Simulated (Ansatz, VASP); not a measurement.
# Two plane-wave programs on Be7S

```xyz
8
Lattice="6.9900 0.0000 0.0000 0.0000 2.4594 2.2158 0.0000 -2.4594 2.2158" Properties=species:S:1:pos:R:3 pbc="T T T"
Be    3.4950    1.1753    1.1743
Be    3.4950   -1.1753    1.1743
Be    4.9098    0.0000    0.0411
Be    2.0802    0.0000    0.0411
Be    2.0795    0.0000    2.3072
Be    4.9105    0.0000    2.3072
Be    0.0000    0.0000    3.3903
S     0.0000    0.0000    1.1746
```

Alike in both runs: functional PBE; k mesh 3 × 5 × 5; occupations gaussian, width 0.2 eV; no spin polarisation.

Ansatz relaxed the structure, and its values are those at the end. VASP's run is a single point on that final structure, the one shown.

|  | VASP | Ansatz |
| --- | --- | --- |
| version | VASP 6.6.1 | Ansatz 0.2.0 |
| potentials or method | VASP PAW PBE potentials, release 64 (Be, S), cutoff 520 eV | scalar-relativistic, plane waves, PAW |
| valence electrons in the cell | 20 | 20 |

VASP gave:

```
gap on the k mesh at the Fermi level (eV) : none
pressure (GPa)                            : 0.0
rms of the force components (eV/Å)        : 0.013
```

Q: Estimate Ansatz's values.

A: gap on the k mesh at the Fermi level (eV): none; pressure (GPa): -0.1; rms of the force components (eV/Å): 0.012.

A gap of «none» marks a metal or a gap that the smearing closes.

The k mesh is coarse, so the values compare programs but aren't converged.
